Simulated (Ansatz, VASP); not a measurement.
CaMg: VASP beside Ansatz

```
Ca Mg
1.0
     3.79384    0.00000    0.00000
     0.00000    3.79384    0.00000
     0.00000    0.00000    3.79384
Ca Mg
1 1
Direct
  0.02138 0.00000 0.00000
  0.46475 0.50000 0.50000
```

Change from the starting cell: mode 4 frozen in at -0.136 Å, equal normal strain along x, y and z -0.0167.

Alike in both runs: task single point; functional LDA; k mesh 12 × 12 × 12; occupations gaussian, width 0.15 eV; no spin polarisation.

```csv
,VASP,Ansatz
version,VASP 6.6.1,Ansatz 0.2.0
potentials or method,"VASP PAW LDA potentials, release 64 (Ca_sv, Mg), cutoff 520 eV","scalar-relativistic, plane waves, PAW"
valence electrons in the cell,12,20
```

```tsv
	VASP	Ansatz	Ansatz less VASP
gap on the k mesh at the Fermi level (eV)	none	none	-
pressure (GPa)	1.9	2.0	+0.12
traceless stress, the component that is largest in VASP (GPa)	-0.44	-0.43	+0.008
rms of the force components (eV/Å)	0.355	0.350	-0.0055
```

LDA's correlation is that of Perdew and Zunger in VASP and of Perdew and Wang (1992) in Ansatz. Atom by atom the forces differ by 0.005 eV/Å (rms over components). A gap of «none» marks a metal or a gap that the smearing closes. VASP's potentials hold 12 valence electrons a cell and Ansatz's 20, so a difference there can come from the potentials and not from the codes.
